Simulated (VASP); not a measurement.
Wanted: the native input for a VASP 6.6.1 run.

| Item | Value |
| --- | --- |
| Task | single point |
| Functional | PBE |
| Potentials or basis | VASP PAW PBE potentials, release 64 (Li_sv, Tb_3, H), 4f in core |
| Cutoff | 650 eV |
| k mesh | 8 × 8 × 8 |
| Occupations | gaussian, width 0.02 eV |
| Spin | no spin polarisation |
| Dipole correction | no |
| k mesh for the DOS | 12 × 12 × 12 |
| Mended | yes |
| Occupations for the DOS | tetrahedron |
| Further INCAR settings | ALGO = Normal; EDIFF = 1e-06; NBANDS = 17 |

The system is LiTbH4.

```xyz
6
Lattice="0.0000 2.9730 2.9730 2.9730 0.0000 2.9730 2.9730 2.9730 0.0000" Properties=species:S:1:pos:R:3 pbc="T T T"
Li    1.4865    1.4865    1.4865
Tb    0.0000    0.0000    0.0000
H     2.2212    2.2212    3.7248
H     2.2212    3.7248    2.2212
H     3.7248    2.2212    2.2212
H     3.7248    3.7248    3.7248
```

These files were run (other wordings do the same):

POSCAR

```
LiTbH4
1.0
    0.0000000000      2.9729853123      2.9729853123
    2.9729853123      0.0000000000      2.9729853123
    2.9729853123      2.9729853123      0.0000000000
Li Tb H
1 1 4
Direct
    0.2500000000      0.2500000000      0.2500000000
    0.0000000000      0.0000000000      0.0000000000
    0.6264418668      0.6264418668      0.1206743995
    0.6264418668      0.1206743995      0.6264418668
    0.1206743995      0.6264418668      0.6264418668
    0.6264418668      0.6264418668      0.6264418668
```

INCAR.step1

```
SYSTEM = LiTbH4
ALGO = Normal ; EDIFF = 1E-6
ENCUT = 650 ; GGA = PE
GGA_COMPAT = .FALSE. ; ISIF = 2
ISMEAR = 0 ; LASPH = .TRUE.
LCHARG = .TRUE. ; LMAXMIX = 6
LORBIT = 11 ; LREAL = .FALSE.
LWAVE = .FALSE. ; NBANDS = 17
NEDOS = 2001 ; NELM = 200
PREC = Accurate ; SIGMA = 0.02
```

KPOINTS.step1

```
k-points
0
G
  8 8 8
  0 0 0
```

INCAR.step2

```
SYSTEM = LiTbH4
ALGO = Normal ; EDIFF = 1E-6
ENCUT = 650 ; GGA = PE
GGA_COMPAT = .FALSE. ; ICHARG = 11
ISIF = 2 ; ISMEAR = -5
LASPH = .TRUE. ; LCHARG = .FALSE.
LMAXMIX = 6 ; LORBIT = 11
LREAL = .FALSE. ; LWAVE = .FALSE.
NBANDS = 17 ; NEDOS = 1001
NELM = 200 ; PREC = Accurate
SIGMA = 0.02
```

KPOINTS.step2

```
k-points
0
G
  12 12 12
  0 0 0
```

Potentials or basis: VASP PAW PBE potentials, release 64 (Li_sv, Tb_3, H), 4f in core.

Command:

```bash
$ cat potpaw_PBE.64/Li_sv/POTCAR potpaw_PBE.64/Tb_3/POTCAR potpaw_PBE.64/H/POTCAR > POTCAR
$ cp INCAR.step1 INCAR
$ cp KPOINTS.step1 KPOINTS
$ mpirun -np 1 vasp_std > vasp.out
$ cp INCAR.step2 INCAR
$ cp KPOINTS.step2 KPOINTS
$ mpirun -np 1 vasp_std > vasp.out
```

Results of the run:

```
Valence electrons inside the program's atomic spheres : Li 2.11; Tb 7.97; H 0.48
```

Run time: 2.2 min on 1 thread of Intel(R) Xeon(R) Platinum 8375C CPU @ 2.90GHz (Ice Lake), on a shared host, peak memory 0.25 GiB.
